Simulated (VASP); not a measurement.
# Ge (Fd-3m) in VASP: a series of runs, part 2 of 2

VASP 6.6.1. The steps go on from the part before.

## 4. Single point, PBE

This run uses another cell than the first one, of 22.64 Å³/atom, 0.980 times its volume.

The input, INCAR:

```
SYSTEM = Ge
ALGO = Normal
EDIFF = 1E-6
ENCUT = 520
GGA = PE
ISIF = 2
ISMEAR = -1
LASPH = .TRUE.
LCHARG = .FALSE.
LREAL = .FALSE.
LWAVE = .FALSE.
NBANDS = 21
NELM = 60
PREC = Accurate
SIGMA = 0.05
```

The input, KPOINTS:

```
k-points
0
G
  4 4 4
  0 0 0
```

The input, POSCAR:

```
Ge
1.0
    0.0000000000      2.8289100000      2.8289100000
    2.8289100000      0.0000000000      2.8289100000
    2.8289100000      2.8289100000      0.0000000000
Ge
2
Direct
    0.7500000000      0.7500000000      0.7500000000
    0.5000000000      0.5000000000      0.5000000000
```

Potentials or basis: VASP PAW PBE potentials, release 64 (Ge_d).

Command:

```sh
$ cat potpaw_PBE.64/Ge_d/POTCAR > POTCAR
$ mpirun -np 1 vasp_std > vasp.out
```

OUTCAR:

```text
SYSTEM = Ge
   EDIFF = 1E-6
   ENCUT = 520
   GGA = PE
   ISIF = 2
   ISMEAR = -1
   LASPH = .TRUE.
   LREAL = .FALSE.
   NELM = 60
   PREC = Accurate

 ion  position               nearest neighbor table
   1  0.750  0.750  0.750-   2 2.45   2 2.45   2 2.45   2 2.45
   2  0.500  0.500  0.500-   1 2.45   1 2.45   1 2.45   1 2.45

  LATTYP: Found a face centered cubic cell.
 ALAT       =     5.6578200000

  Lattice vectors:

 A1 = (   0.0000000000,   2.8289100000,   2.8289100000)
[... 361 lines left out ...]
------------------------ aborting loop because EDIFF is reached ----------------------------------------

  FORCE on cell =-STRESS in cart. coord.  units (eV):
  Direction    XX          YY          ZZ          XY          YZ          ZX
  --------------------------------------------------------------------------------------
  -------------------------------------------------------------------------------------
  Total        1.1882714      1.1882714      1.1882714     -0.0000000      0.0000000     -0.0000000
  in kB       42.0473694     42.0473694     42.0473694     -0.0000000      0.0000000     -0.0000000
  external PRESSURE =      42.0473694 kB  Pullay stress =       0.0000000 kB

 VOLUME and BASIS-vectors are now :
 -----------------------------------------------------------------------------
  energy-cutoff  :      520.00
  volume of cell :       45.28
      direct lattice vectors                 reciprocal lattice vectors
     0.000000000  2.828910000  2.828910000    -0.176746521  0.176746521  0.176746521
     2.828910000  0.000000000  2.828910000     0.176746521 -0.176746521  0.176746521
     2.828910000  2.828910000  0.000000000     0.176746521  0.176746521 -0.176746521

 POSITION                                       TOTAL-FORCE (eV/Angst)
 -----------------------------------------------------------------------------------
      4.24336      4.24336      4.24336         0.000000      0.000000      0.000000
      2.82891      2.82891      2.82891        -0.000000     -0.000000     -0.000000
 -----------------------------------------------------------------------------------
    total drift:                                0.000000     -0.000000     -0.000000

  FREE ENERGIE OF THE ION-ELECTRON SYSTEM (eV)
  ---------------------------------------------------
  free  energy   TOTEN  =        -8.7518732557 eV

  energy  without entropy=       -8.7465345522  energy(sigma->0) =       -8.74920390
```

It took 12 s on 1 thread of Intel Xeon Platinum 8488C (Sapphire Rapids), shared host; peak memory 0.16 GiB.

Results:

* Free energy: -8.7519 eV
* Pressure: 4.2 GPa

Levels at points of the mesh, in eV from the Fermi level:
| k point | band 11 | band 12 | band 13 | band 14 | band 15 | band 16 | band 17 | band 18 |
| --- | --- | --- | --- | --- | --- | --- | --- | --- |
| (0.00, 0.00, 0.00) | -12.82 | -0.05 | -0.05 | -0.05 | -0.01 | 2.49 | 2.49 | 2.49 |
| (0.50, 0.00, 0.00) | -10.73 | -7.65 | -1.46 | -1.46 | 0.13 | 3.68 | 3.68 | 7.09 |
| (0.50, 0.50, 0.00) | -8.94 | -8.94 | -3.13 | -3.13 | 0.70 | 0.70 | 9.46 | 9.46 |

Caveat: the k points lie up to 0.48 Å⁻¹ apart.

## 5. Single point, LDA

This run uses another cell than the first one, of 21.28 Å³/atom, 0.922 times its volume.

The input, INCAR:

```
ALGO = Normal
EDIFF = 1E-6
ENCUT = 520
GGA = CA
ISIF = 2
ISMEAR = -1
LASPH = T
LCHARG = T
LELF = T
LREAL = F
LVHAR = T
LWAVE = F
NBANDS = 21
NELM = 100
PREC = Accurate
SIGMA = 0.05
```

The input, KPOINTS:

```
k-points
0
Gamma
  8 8 8
```

The input, POSCAR:

```
Ge
1.0
    0.0000000000      2.7711609388      2.7711609388
    2.7711609388      0.0000000000      2.7711609388
    2.7711609388      2.7711609388      0.0000000000
Ge
2
Direct
    0.7500000000      0.7500000000      0.7500000000
    0.5000000000      0.5000000000      0.5000000000
```

Potentials or basis: VASP PAW LDA potentials, release 64 (Ge_d).

Command:

```sh
$ cat potpaw_LDA.64/Ge_d/POTCAR > POTCAR
$ mpirun -np 1 vasp_std > vasp.out
```

It took 27 s on 1 thread of Intel Xeon Platinum 8488C (Sapphire Rapids), shared host; peak memory 0.15 GiB.

It converged, with:

| Item | Value |
| --- | --- |
| Free energy | -10.3601 eV |
| Pressure | 3.7 GPa |
| Band gap on the k mesh | 0.26 eV, indirect (least direct gap 0.43 eV) |

Levels at points of the mesh, in eV from the valence-band top:
| k point | band 10 | band 11 | band 12 | band 13 | band 14 | band 15 | band 16 | band 17 | band 18 | band 19 |
| --- | --- | --- | --- | --- | --- | --- | --- | --- | --- | --- |
| (0.00, 0.00, 0.00) | -24.73 | -13.29 | 0.00 | 0.00 | 0.00 | 0.43 | 2.55 | 2.55 | 2.55 | 6.36 |
| (0.50, 0.00, 0.00) | -24.70 | -11.05 | -7.94 | -1.50 | -1.50 | 0.26 | 3.75 | 3.75 | 7.00 | 10.81 |
| (0.50, 0.50, 0.00) | -24.69 | -9.17 | -9.17 | -3.30 | -3.30 | 0.58 | 0.58 | 9.93 | 9.93 | 12.07 |

A k mesh can miss the band edges.

## 6. Single point, RPBE+D4

This run uses another cell than the first one, of 21.28 Å³/atom, 0.922 times its volume.

The input, INCAR:

```
SYSTEM = Ge
ALGO = Normal
EDIFF = 1E-7
ENCUT = 520
GGA = RP
ISIF = 2
ISMEAR = -1
IVDW = 13
LASPH = .TRUE.
LCHARG = .TRUE.
LELF = .TRUE.
LREAL = .FALSE.
LVHAR = .TRUE.
LWAVE = .FALSE.
NBANDS = 21
NELM = 80
PREC = Accurate
SIGMA = 0.05
```

The input, KPOINTS:

```
k-points
0
G
  8 8 8
  0 0 0
```

POSCAR is that of step 5.

Potentials or basis: VASP PAW PBE potentials, release 64 (Ge_d).

Command:

```sh
$ cat potpaw_PBE.64/Ge_d/POTCAR > POTCAR
$ mpirun -np 1 vasp_std > vasp.out
```

OUTCAR:

```text
SYSTEM = Ge
   EDIFF = 1E-7
   ENCUT = 520
   GGA = RP
   ISIF = 2
   ISMEAR = -1
   IVDW = 13
   LASPH = .TRUE.
   LREAL = .FALSE.
   NELM = 80
   PREC = Accurate

 ion  position               nearest neighbor table
   1  0.750  0.750  0.750-   2 2.40   2 2.40   2 2.40   2 2.40
   2  0.500  0.500  0.500-   1 2.40   1 2.40   1 2.40   1 2.40

  LATTYP: Found a face centered cubic cell.
 ALAT       =     5.5423218776

  Lattice vectors:

 A1 = (   0.0000000000,   2.7711609388,   2.7711609388)
 A2 = (   2.7711609388,   0.0000000000,   2.7711609388)
 A3 = (   2.7711609388,   2.7711609388,   0.0000000000)

[... 762 lines left out ...]

  DFT-D4 for vdW energy calculation

  Edisp (eV):   -1.30267

  FORCE on cell =-STRESS in cart. coord.  units (eV):
  Direction    XX          YY          ZZ          XY          YZ          ZX
  --------------------------------------------------------------------------------------
  -------------------------------------------------------------------------------------
  Total       1.42658     1.42658     1.42658     0.00000     0.00000    -0.00000
  in kB      53.70203    53.70203    53.70203     0.00000     0.00000    -0.00000
  external pressure =       53.70 kB  Pullay stress =        0.00 kB

 VOLUME and BASIS-vectors are now :
 -----------------------------------------------------------------------------
  energy-cutoff  :      520.00
  volume of cell :       42.56
      direct lattice vectors                 reciprocal lattice vectors
     0.000000000  2.771160939  2.771160939    -0.180429795  0.180429795  0.180429795
     2.771160939  0.000000000  2.771160939     0.180429795 -0.180429795  0.180429795
     2.771160939  2.771160939  0.000000000     0.180429795  0.180429795 -0.180429795

 POSITION                                       TOTAL-FORCE (eV/Angst)
 -----------------------------------------------------------------------------------
      4.15674      4.15674      4.15674         0.000000      0.000000      0.000000
      2.77116      2.77116      2.77116        -0.000000     -0.000000     -0.000000
 -----------------------------------------------------------------------------------
    total drift:                                0.000000     -0.000000      0.000000

  FREE ENERGIE OF THE ION-ELECTRON SYSTEM (eV)
  ---------------------------------------------------
  free  energy   TOTEN  =        -9.4645549399 eV

  energy  without entropy=       -9.4644631920  energy(sigma->0) =       -9.46450907
```

stdout:

```text
POSCAR found type information on POSCAR Ge
 POSCAR found :  1 types and       2 ions
 scaLAPACK will be used
 -----------------------------------------------------------------------------
|                                                                             |
|                                                                             |
|     You enforced a specific xc type in the INCAR file but a different       |
|     I HOPE YOU KNOW WHAT YOU ARE DOING!                                     |
|                                                                             |
 -----------------------------------------------------------------------------

 LDA part: xc-table for (Slater+PW92), standard interpolation
 POSCAR, INCAR and KPOINTS ok, starting setup
 FFT: planning ... GRIDC
 FFT: planning ... GRID_SOFT
 FFT: planning ... GRID
 WAVECAR not read
 entering main loop
```

Wall time 34 s (1 thread of Intel Xeon Platinum 8488C (Sapphire Rapids), shared host); peak memory 0.17 GiB.

Results:

```
Free energy                : -9.4646 eV
Pressure                   : 5.4 GPa
Band gap on the k mesh     : 0.46 eV, indirect (least direct gap 0.73 eV)
Dispersion energy per atom : -0.651 eV
```

Levels at points of the mesh, in eV from the valence-band top:
```
           k point  band 11  band 12  band 13  band 14  band 15  band 16  band 17  band 18
(0.00, 0.00, 0.00)   -13.23     0.00     0.00     0.00     0.73     2.59     2.59     2.59
(0.50, 0.00, 0.00)   -10.99    -7.87    -1.50    -1.50     0.46     3.79     3.79     7.29
(0.50, 0.50, 0.00)    -9.10    -9.10    -3.30    -3.30     0.73     0.74    10.09    10.09
```

Caveat: the PAW data sets were made with another functional, which shifts forces and pressure a little. As with any semilocal functional, this RPBE gap is likely too small.

## 7. Overview

```tsv
level	potentials or basis	cell	k mesh	grid for exact exchange (PRECFOCK)	screening parameter	gap on the mesh (eV)	pressure (GPa)
HSE06	VASP PAW PBE potentials, release 64 (Ge_d)	a = 4.027 Å, angles 60.0°, 2 atoms	4 × 4 × 4	Normal	0.2079 1/Å	0.76	-0.3
HSE06	VASP PAW PBE potentials, release 64 (Ge_d)	a = 4.053 Å, angles 60.0°, 2 atoms	4 × 4 × 4	Normal	0.2079 1/Å	0.56	-1.6
PBE	VASP PAW PBE potentials, release 64 (Ge_d)	a = 4.001 Å, angles 60.0°, 2 atoms	4 × 4 × 4	-	-	-	4.2
LDA	VASP PAW LDA potentials, release 64 (Ge_d)	a = 3.919 Å, angles 60.0°, 2 atoms	8 × 8 × 8	-	-	0.26	3.7
RPBE+D4	VASP PAW PBE potentials, release 64 (Ge_d)	a = 3.919 Å, angles 60.0°, 2 atoms	8 × 8 × 8	-	-	0.46	5.4
```

Alike in all rows: task single point; no spin polarisation; cutoff (eV) 520; smearing fermi-dirac 0.05 eV.

Caveats: some runs use coarse meshes; the PAW data sets were made with another functional, which shifts forces and pressure a little (some runs).

Total energies depend on the potentials used, so only differences within one code and one set of settings carry meaning.
